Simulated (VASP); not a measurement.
# TaN (P-6m2) in VASP: further runs

TaN is run at these levels: PBEsol; tasks: single point.

Everything below comes from runs of VASP 6.6.1. Logs are shortened: lines on timing, memory, paths and dates and some standing lists are left out, and cuts for length are marked.

**1. The cell of the first run**

It takes space group P-6m2 (No. 187, hexagonal). The conventional cell has a = 2.930 Å, b = 2.930 Å, c = 2.876 Å, α = 90.00°, β = 90.00°, γ = 120.00°. Within 3.0 Å of Ta (site symmetry -6m2) lie 6 N at 2.22 Å and 8 Ta at 2.88 to 2.93 Å. N (site symmetry -6m2) has 6 Ta at 2.22 Å and 8 N at 2.88 to 2.93 Å within 3.0 Å.

**2. Single point, PBEsol**

INCAR

```
SYSTEM = TaN
PREC = Accurate ; ENCUT = 700
EDIFF = 1E-6 ; ISMEAR = 0
SIGMA = 0.1 ; LREAL = .FALSE.
LASPH = .TRUE. ; NELM = 120
ALGO = Normal ; ISIF = 2
LWAVE = .FALSE. ; LCHARG = .FALSE.
GGA = PS ; NBANDS = 16
GGA_COMPAT = .FALSE.
```

KPOINTS

```
Automatic mesh
0
G
  18 18 14
  0 0 0
```

POSCAR

```
TaN
1.0
    2.9299692733      0.0000000000      0.0000000000
   -1.4649846367      2.5374278230      0.0000000000
    0.0000000000      0.0000000000      2.8755298931
Ta N
1 1
Direct
    0.3333333333      0.6666666667      0.5000000000
    0.0000000000      0.0000000000      0.0000000000
```

Potentials or basis: VASP PAW PBE potentials, release 64 (Ta_sv_GW, N).

On the command line:

```
$ cat potpaw_PBE.64/Ta_sv_GW/POTCAR potpaw_PBE.64/N/POTCAR > POTCAR
$ mpirun -np 1 vasp_std > vasp.out
```

OUTCAR:

```text
SYSTEM = TaN
   PREC = Accurate
   ENCUT = 700
   EDIFF = 1E-6
   ISMEAR = 0
   LREAL = .FALSE.
   LASPH = .TRUE.
   NELM = 120
   ISIF = 2
   GGA = PS

 ion  position               nearest neighbor table
   1  0.333  0.667  0.500-   2 2.22   2 2.22   2 2.22   2 2.22   2 2.22   2 2.22
   2  0.000  0.000  0.000-   1 2.22   1 2.22   1 2.22   1 2.22   1 2.22   1 2.22

  LATTYP: Found a hexagonal cell.
 ALAT       =     2.9299692733
 C/A-ratio  =     0.9814198119

  Lattice vectors:

 A1 = (   2.9299692733,   0.0000000000,   0.0000000000)
 A2 = (  -1.4649846367,   2.5374278230,   0.0000000000)
 A3 = (   0.0000000000,   0.0000000000,   2.8755298931)

Analysis of symmetry for initial positions (statically):
=====================================================================
 Subroutine PRICEL returns:
 Original cell was already a primitive cell.

 Routine SETGRP: Setting up the symmetry group for a
 hexagonal supercell.

 Subroutine GETGRP returns: Found 12 space group operations
 (whereof 12 operations were pure point group operations)
 out of a pool of 24 trial point group operations.

The static configuration has the point symmetry D_3h.

Analysis of symmetry for dynamics (positions and initial velocities):
=====================================================================
 Subroutine PRICEL returns:
 Original cell was already a primitive cell.

 Routine SETGRP: Setting up the symmetry group for a
 hexagonal supercell.

 Subroutine GETGRP returns: Found 12 space group operations
 (whereof 12 operations were pure point group operations)
 out of a pool of 24 trial point group operations.

The dynamic configuration has the point symmetry D_3h.

 Subroutine INISYM returns: Found 12 space group operations
 (whereof 12 operations are pure point group operations),
 and found     1 'primitive' translations

----------------------------------------------------------------------------------------

                                     Primitive cell

  volume of cell :      21.3784

  direct lattice vectors                    reciprocal lattice vectors
     2.929969273  0.000000000  0.000000000     0.341300508  0.197049940  0.000000000
    -1.464984637  2.537427823  0.000000000     0.000000000  0.394099880  0.000000000
     0.000000000  0.000000000  2.875529893     0.000000000  0.000000000  0.347761991

  length of vectors
     2.929969273  2.929969273  2.875529893     0.394099880  0.394099880  0.347761991

  position of ions in fractional coordinates (direct lattice)
     0.333333333  0.666666667  0.500000000
[... 75 lines left out ...]
   LASPH  =      T    aspherical Exc in radial PAW
   ENCUT  =  700.0 eV  51.45 Ry    7.17 a.u.   6.32  6.32  6.20*2*pi/ulx,y,z
   NELM   =    120;   NELMIN=  2; NELMDL= -5     # of ELM steps
   EDIFF  = 0.1E-05   stopping-criterion for ELM
   LREAL  =      F    real-space projection
   EDIFFG = 0.1E-04   stopping-criterion for IOM
   NSW    =      0    number of steps for IOM
   IBRION =     -1    ionic relax: 0-MD 1-quasi-New 2-CG
   NFREE  =      0    steps in history (QN), initial steepest desc. (CG)
   ISIF   =      2    stress and relaxation
   ISYM   =      2    0-nonsym 1-usesym 2-fastsym
   POTIM  = 0.5000    time-step for ionic-motion
   TEBEG  =    0.0;   TEEND  =   0.0 temperature during run
   PSTRESS=    0.0 pullay stress
   NELECT =      18.0000    total number of electrons
   NUPDOWN=      -1.0000    fix difference up-down
   EMIN   =  10.00;   EMAX   =-10.00  energy-range for DOS
   EFERMI =   0.00;   METHOD = LEGACY
   ISMEAR =     0;   SIGMA  =   0.10  broadening in eV -4-tet -1-fermi 0-gaus
   EFERMI_NEDOS =   21; number of points for ismear=-14 and -15
   IALGO  =     38    algorithm
   IMIX   =      4    mixing-type and parameters
     AMIX     =   0.40;   BMIX     =  1.00
     AMIX_MAG =   1.60;   BMIX_MAG =  1.00
  volume/ion in A,a.u.               =      10.69        72.13
  Fermi-wavevector in a.u.,A,eV,Ry     =   1.545874  2.921278 32.514205  2.389727
  Thomas-Fermi vector in A             =   2.651191
   LORBIT       =      0    0 simple, 1 ext, 2 COOP (PROOUT), +10 PAW based schemes
   GGA     = PS    functional components
   LHFCALC =     F    Hartree Fock is set to
   AEXX    =    0.0000 exact exchange contribution
   IVDW    =     0    specifies the selected vdW correction
   LEPSILON=     F    determine dielectric tensor
   LRPA    =     F    only Hartree local field effects (RPA)
 non-spin polarized calculation
 Gauss-broadening in eV      SIGMA  =   0.10
  energy-cutoff  :      700.00
  volume of cell :       21.38
 maximum number of plane-waves:       918
 NGX is ok and might be reduce to    28
   NGX = 13   NGY = 13   NGZ = 13

 number of electron      17.9999998 magnetization

 Free energy of the ion-electron system (eV)
  ---------------------------------------------------
  ext. energy  EPLUGINS =         0.00000000
  ---------------------------------------------------
  free energy    TOTEN  =       -26.34429936 eV

  energy without entropy =      -26.34404599  energy(sigma->0) =      -26.34417268

 E-fermi :  12.3826     XC(G=0): -13.9146

 val. band max:       12.3418421011   @ k =   0.0000   0.0000   0.4286
 cond. band min:      12.4138205960   @ k =   0.0556   0.0000   0.5000
 fundamental gap:      0.0719784949
 Fermi energy:        12.3825860841

 k-point     1 :       0.0000    0.0000    0.0000
  band No.  band energies     occupation
      1     -56.0589      2.00000
      2     -22.3334      2.00000
      3     -22.0692      2.00000
      4     -22.0692      2.00000
      5      -5.3702      2.00000
      6       7.8091      2.00000
[... 433 lines left out ...]
      3     -22.3842      2.00000
      4     -22.1844      2.00000
      5      -3.0148      2.00000
      6       4.2615      2.00000
[... 8 lines left out ...]
     15      24.5450      0.00000
     16      28.1426      0.00000

 [... further k-points ...]
[... 5 lines left out ...]
  --------------------------------------------------------------------------------------
  -------------------------------------------------------------------------------------
  Total       -0.2822871     -0.2822871     -0.2665035      0.0000000      0.0000000      0.0000000
  in kB      -21.1556786    -21.1556786    -19.9727924      0.0000000      0.0000000      0.0000000
  external PRESSURE =     -20.7613832 kB  Pullay stress =       0.0000000 kB

 VOLUME and BASIS-vectors are now :
 -----------------------------------------------------------------------------
  energy-cutoff  :      700.00
  volume of cell :       21.38
      direct lattice vectors                 reciprocal lattice vectors
     2.929969273  0.000000000  0.000000000     0.341300508  0.197049940  0.000000000
    -1.464984637  2.537427823  0.000000000     0.000000000  0.394099880  0.000000000
     0.000000000  0.000000000  2.875529893     0.000000000  0.000000000  0.347761991

 POSITION                                       TOTAL-FORCE (eV/Angst)
 -----------------------------------------------------------------------------------
     -0.00000      1.69162      1.43776         0.000000      0.000000      0.000000
      0.00000      0.00000      0.00000         0.000000      0.000000      0.000000
 -----------------------------------------------------------------------------------
    total drift:                                0.000000     -0.000000     -0.000000

  FREE ENERGIE OF THE ION-ELECTRON SYSTEM (eV)
  ---------------------------------------------------
  free  energy   TOTEN  =       -26.3442993643 eV

  energy  without entropy=      -26.3440459925  energy(sigma->0) =      -26.34417268
```

OSZICAR:

```text
N       E                     dE             d eps       ncg     rms          rms(c)
DAV:   1     0.131652167626E+03    0.13165E+03   -0.13198E+04  9480   0.144E+03
DAV:   2    -0.236204111295E+02   -0.15527E+03   -0.14933E+03 13352   0.375E+02
DAV:   3    -0.296273010643E+02   -0.60069E+01   -0.59975E+01 11800   0.662E+01
DAV:   4    -0.297793478821E+02   -0.15205E+00   -0.15204E+00 13472   0.742E+00
DAV:   5    -0.297824276158E+02   -0.30797E-02   -0.30797E-02 11832   0.736E-01    0.597E+01
DAV:   6    -0.265047892298E+02    0.32776E+01   -0.66448E+00 12032   0.239E+01    0.617E+01
DAV:   7    -0.263996769837E+02    0.10511E+00   -0.48447E-01  9864   0.575E+00    0.260E+01
DAV:   8    -0.263472945673E+02    0.52382E-01   -0.12584E-01 12744   0.292E+00    0.634E+00
DAV:   9    -0.263444281817E+02    0.28664E-02   -0.98381E-03 11200   0.928E-01    0.522E-01
DAV:  10    -0.263443010847E+02    0.12710E-03   -0.15072E-03 10328   0.424E-01    0.277E-01
DAV:  11    -0.263443019043E+02   -0.81967E-06   -0.67757E-05 12256   0.986E-02    0.184E-01
DAV:  12    -0.263442996876E+02    0.22168E-05   -0.71776E-06 11464   0.263E-02    0.408E-02
DAV:  13    -0.263442993643E+02    0.32334E-06   -0.93601E-07  7104   0.868E-03
   1 F= -.26344299E+02 E0= -.26344173E+02  d E =-.253372E-03
```

stdout:

```text
POSCAR found type information on POSCAR TaN
 POSCAR found :  2 types and       2 ions
 scaLAPACK will be used
 -----------------------------------------------------------------------------
|                                                                             |
|                                                                             |
|     You enforced a specific xc type in the INCAR file but a different       |
|     I HOPE YOU KNOW WHAT YOU ARE DOING!                                     |
|                                                                             |
 -----------------------------------------------------------------------------

 LDA part: xc-table for (Slater+PW92), standard interpolation
 POSCAR, INCAR and KPOINTS ok, starting setup
 FFT: planning ... GRIDC
 FFT: planning ... GRID_SOFT
 FFT: planning ... GRID
 WAVECAR not read
 entering main loop
```

Run time: 83 s. Hardware: 1 thread of AMD EPYC 9R45 (Zen 5), shared host; peak memory 0.28 GiB.

What came out:

* Free energy: -26.3443 eV
* Pressure: -2.1 GPa
* Band gap on the k mesh: zero (bands 9 and 10 overlap by 0.34 eV)

Caveat: the PAW data sets were made with another functional, which shifts forces and pressure a little; spin-orbit coupling is left out, which moves the levels of the heavy elements.

**3. Single point, PBEsol**

This run uses another cell than the first one, of 10.35 Å³/atom.

INCAR

```
SYSTEM = TaN
  ALGO = Normal
  EDIFF = 1E-6
  ENCUT = 700
  GGA = PS
  GGA_COMPAT = .False.
  ISIF = 2
  ISMEAR = 0
  LASPH = .True.
  LCHARG = .False.
  LREAL = .False.
  LWAVE = .False.
  NBANDS = 16
  NELM = 120
  PREC = Accurate
  SIGMA = 0.1
```

KPOINTS

```
k-points
0
Gamma
  18 18 14
  0 0 0
```

POSCAR

```
TaN
1.0
    2.8970613496      0.0000000000      0.0000000000
   -1.4485306748      2.5089287251      0.0000000000
    0.0000000000      0.0000000000      2.8490839468
Ta N
1 1
Direct
    0.3333333333      0.6666666667      0.5000000000
    0.0000000000      0.0000000000      0.0000000000
```

Potentials or basis: VASP PAW PBE potentials, release 64 (Ta_sv_GW, N).

On the command line:

```
$ cat potpaw_PBE.64/Ta_sv_GW/POTCAR potpaw_PBE.64/N/POTCAR > POTCAR
$ mpirun -np 1 vasp_std > vasp.out
```

It took 2.2 min on 1 thread of Intel Xeon Platinum 8375C at 2.90GHz (Ice Lake), shared host; peak memory 0.3 GiB.

The run converged. Its results:

```
Free energy            : -26.3266 eV
Pressure               : 10.1 GPa
Band gap on the k mesh : zero (bands 9 and 10 overlap by 0.34 eV)
```

Stress tensor (GPa, compression positive):
```
10.00  0.00  0.00
 0.00 10.00  0.00
 0.00  0.00 10.15
```

Levels at points of the mesh, in eV from the Fermi level:
| k point | band 7 | band 8 | band 9 | band 10 | band 11 | band 12 |
| --- | --- | --- | --- | --- | --- | --- |
| (0.00, 0.00, 0.00) | -4.69 | -4.38 | -2.94 | 2.55 | 3.79 | 3.79 |
| (0.50, 0.00, 0.00) | -5.39 | -3.63 | -3.19 | 3.18 | 4.33 | 5.44 |
| (0.00, 0.00, 0.50) | -3.84 | -3.84 | -0.08 | -0.08 | 2.55 | 3.46 |
| (0.50, 0.00, 0.50) | -6.32 | -5.88 | -0.23 | 4.47 | 5.73 | 6.46 |

Caveat: the cell stands under pressure; the PAW data sets were made with another functional, which shifts forces and pressure a little; spin-orbit coupling is left out, which moves the levels of the heavy elements.

**4. Single point, PBEsol (10.95 Å³/atom)**

This run uses another cell than the first one, of 10.95 Å³/atom.

INCAR

```
SYSTEM = TaN
PREC = Accurate
ENCUT = 700
EDIFF = 1E-6
ISMEAR = 0
SIGMA = 0.1
LREAL = .False.
LASPH = .True.
NELM = 120
ALGO = Normal
ISIF = 2
LWAVE = .False.
LCHARG = .True.
GGA = PS
LELF = .True.
LVHAR = .True.
NBANDS = 16
GGA_COMPAT = .False.
```

KPOINTS

```
Automatic mesh
0
Gamma
  18 18 14
  0 0 0
```

POSCAR

```
TaN
1.0
    2.9547796272      0.0000000000      0.0000000000
   -1.4773898136      2.5589142198      0.0000000000
    0.0000000000      0.0000000000      2.8955462497
Ta N
1 1
Direct
    0.3333333333      0.6666666667      0.5000000000
    0.0000000000      0.0000000000      0.0000000000
```

On the command line:

```
$ cat potpaw_PBE.64/Ta_sv_GW/POTCAR potpaw_PBE.64/N/POTCAR > POTCAR
$ mpirun -np 1 vasp_std > vasp.out
```

Run time: 2.3 min. Hardware: 1 thread of Intel Xeon Platinum 8259CL at 2.50GHz (Skylake/Cascade Lake), shared host; peak memory 0.31 GiB.

The run converged. Its results:

* Free energy: -26.3257 eV
* Pressure: -10.1 GPa
* Band gap on the k mesh: zero (bands 9 and 10 overlap by 0.33 eV)

Stress tensor (GPa, compression positive):
```
-10.13   0.00   0.00
  0.00 -10.13   0.00
  0.00   0.00 -10.05
```

Levels at points of the mesh, in eV from the Fermi level:
```
           k point  band 7  band 8  band 9  band 10  band 11  band 12
(0.00, 0.00, 0.00)   -4.48   -4.12   -2.87     2.09     3.55     3.55
(0.50, 0.00, 0.00)   -5.09   -3.41   -3.12     2.95     3.96     5.13
(0.00, 0.00, 0.50)   -3.68   -3.68   -0.08    -0.08     2.42     3.26
(0.50, 0.00, 0.50)   -6.11   -5.59   -0.34     4.06     5.26     5.97
```

Caveat: the cell stands under tension; the PAW data sets were made with another functional, which shifts forces and pressure a little; spin-orbit coupling is left out, which moves the levels of the heavy elements.

**5. Single point, PBEsol (11.27 Å³/atom)**

This run uses another cell than the first one, of 11.27 Å³/atom.

INCAR

```
  PREC = Accurate
  ENCUT = 700
  EDIFF = 1E-6
  ISMEAR = 0
  SIGMA = 0.1
  LREAL = False
  LASPH = True
  NELM = 120
  ALGO = Normal
  ISIF = 2
  LWAVE = False
  LCHARG = True
  GGA = PS
  LELF = True
  LVHAR = True
  NBANDS = 16
  GGA_COMPAT = False
```

KPOINTS

```
regular mesh
0
Gamma
  18 18 14
```

POSCAR

```
TaN
1.0
    2.9850014852      0.0000000000      0.0000000000
   -1.4925007426      2.5850871165      0.0000000000
    0.0000000000      0.0000000000      2.9198479449
Ta N
1 1
Direct
    0.3333333333      0.6666666667      0.5000000000
    0.0000000000      0.0000000000      0.0000000000
```

On the command line:

```
$ cat potpaw_PBE.64/Ta_sv_GW/POTCAR potpaw_PBE.64/N/POTCAR > POTCAR
$ mpirun -np 1 vasp_std > vasp.out
```

Wall time 68 s (1 thread of AMD EPYC 9R45 (Zen 5), shared host); peak memory 0.28 GiB.

The run converged. Its results:

- Free energy: -26.2694 eV
- Pressure: -18.7 GPa
- Band gap on the k mesh: zero (bands 9 and 10 overlap by 0.33 eV)

Levels at points of the mesh, in eV from the Fermi level:
| k point | band 5 | band 6 | band 7 | band 8 | band 9 | band 10 | band 11 | band 12 | band 13 | band 14 |
| --- | --- | --- | --- | --- | --- | --- | --- | --- | --- | --- |
| (0.00, 0.00, 0.00) | -17.37 | -4.38 | -4.38 | -3.99 | -2.82 | 1.86 | 3.42 | 3.42 | 3.76 | 3.76 |
| (0.50, 0.00, 0.00) | -15.23 | -8.05 | -4.94 | -3.29 | -3.08 | 2.85 | 3.77 | 4.98 | 4.98 | 7.00 |
| (0.00, 0.00, 0.50) | -14.93 | -9.08 | -3.60 | -3.60 | -0.07 | -0.07 | 2.36 | 3.16 | 3.16 | 7.74 |
| (0.50, 0.00, 0.50) | -15.43 | -7.07 | -6.00 | -5.45 | -0.39 | 3.86 | 5.03 | 5.73 | 6.69 | 9.56 |

Caveat: the cell stands under tension; the PAW data sets were made with another functional, which shifts forces and pressure a little; spin-orbit coupling is left out, which moves the levels of the heavy elements.

**6. Summary**

| cell | gap on the mesh (eV) | pressure (GPa) |
| --- | --- | --- |
| a = 2.930, b = 2.930, c = 2.876 Å, angles 90.0, 90.0, 120.0°, 2 atoms | none | -2.1 |
| a = 2.897, b = 2.897, c = 2.849 Å, angles 90.0, 90.0, 120.0°, 2 atoms | none | 10.1 |
| a = 2.955, b = 2.955, c = 2.896 Å, angles 90.0, 90.0, 120.0°, 2 atoms | none | -10.1 |
| a = 2.985, b = 2.985, c = 2.920 Å, angles 90.0, 90.0, 120.0°, 2 atoms | none | -18.7 |

Alike in all rows: task single point; level PBEsol; potentials or basis VASP PAW PBE potentials, release 64 (Ta_sv_GW, N); no spin polarisation; k mesh 18 × 18 × 14; cutoff (eV) 700; smearing gaussian 0.1 eV.

Caveats: the PAW data sets were made with another functional, which shifts forces and pressure a little; spin-orbit coupling is left out, which moves the levels of the heavy elements; the cell stands under tension (at least some runs); the cell stands under pressure (at least some runs).

Total energies depend on the potentials used, so only differences within one code and one set of settings carry meaning.

The gap in the log of VASP goes by the Fermi energy; the results here count the filled bands.